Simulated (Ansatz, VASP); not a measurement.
## One calculation of Cu4Mo, two programs

```
Cu Mo
1.0
     4.12883    0.00000    0.00000
    -2.06441    3.57567    0.00000
     0.00000    0.00000    4.82082
Cu Mo
4 1
Direct
  0.33333 0.66667 0.32940
  0.66667 0.33333 0.67060
  0.33333 0.66667 0.84057
  0.66667 0.33333 0.15943
  0.00000 0.00000 0.50000
```

Alike in both runs: functional PBE; k mesh 6 × 6 × 4; occupations gaussian, width 0.1 eV; no spin polarisation.

Ansatz relaxed the structure, and its values are those at the end. VASP's run is a single point on that final structure, the one shown.

|  | VASP | Ansatz |
| --- | --- | --- |
| version | VASP 6.6.1 | Ansatz 0.2.0 |
| potentials or method | VASP PAW PBE potentials, release 64 (Cu, Mo_sv), cutoff 520 eV | scalar-relativistic, plane waves, PAW |
| valence electrons in the cell | 58 | 90 |

|  | VASP | Ansatz | Ansatz less VASP |
| --- | --- | --- | --- |
| gap on the k mesh at the Fermi level (eV) | none | none | - |
| pressure (GPa) | 0.6 | 0.1 | -0.49 |
| rms of the force components (eV/Å) | 0.003 | 0.005 | +0.0026 |

A gap of «none» marks a metal or a gap that the smearing closes. The functional is the same, so the differences come from potentials, cutoffs and numerics. VASP's potentials hold 58 valence electrons a cell and Ansatz's 90, so a difference there can come from the potentials and not from the codes.
